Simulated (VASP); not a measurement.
Input of a VASP 6.6.1 run:

The input INCAR:

```
SYSTEM = Sn3S5
PREC = Accurate
ENCUT = 520
EDIFF = 1E-6
ISMEAR = 0
SIGMA = 0.2
LREAL = .False.
LASPH = .True.
NELM = 60
ALGO = Normal
ISIF = 2
LWAVE = .False.
LCHARG = .True.
GGA = PE
LELF = .True.
LVHAR = .True.
NBANDS = 46
```

Contents of KPOINTS:

```
Automatic mesh
0
Gamma
  4 4 2
  0 0 0
```

File POSCAR:

```
Sn3S5
1.0
    3.7768234440      0.0000000000      0.0000000000
    0.0000000000      3.6996535107      0.0000000000
    0.0000000000      0.0000000000     13.3937509828
Sn S
3 5
Direct
    0.0000000000      0.5000000000      0.8055511171
    0.0000000000      0.5000000000      0.1944488829
    0.5000000000      0.5000000000      0.5000000000
    0.0000000000      0.0000000000      0.5000000000
    0.0000000000      0.0000000000      0.0000000000
    0.5000000000      0.5000000000      0.0000000000
    0.5000000000      0.0000000000      0.7311570350
    0.5000000000      0.0000000000      0.2688429650
```

Potentials or basis: VASP PAW PBE potentials, release 64 (Sn_d, S).

Launch:

```bash
$ cat potpaw_PBE.64/Sn_d/POTCAR potpaw_PBE.64/S/POTCAR > POTCAR
$ mpirun -np 1 vasp_std > vasp.out
```

**Question.** Estimate the band gap on the k mesh.

**Answer.** Zero (band 36 reaches 5.97 eV, above the bottom of band 37 at 5.48 eV).

**Question.** Estimate the pressure.

**Answer.** 0.1 GPa.

**Question.** Estimate the largest force.

**Answer.** 0.046 eV/Å.

Forces in eV/Å, atoms in the order of the input:
```
Sn   0.000  0.000 -0.024
Sn   0.000  0.000  0.024
Sn   0.000  0.000  0.000
S    0.000  0.000  0.000
S    0.000  0.000  0.000
S    0.000  0.000  0.000
S    0.000  0.000  0.046
S    0.000  0.000 -0.046
```

Caveat: the k points lie up to 0.42 Å⁻¹ apart; spin-orbit coupling is left out, which moves the levels of the heavy elements.
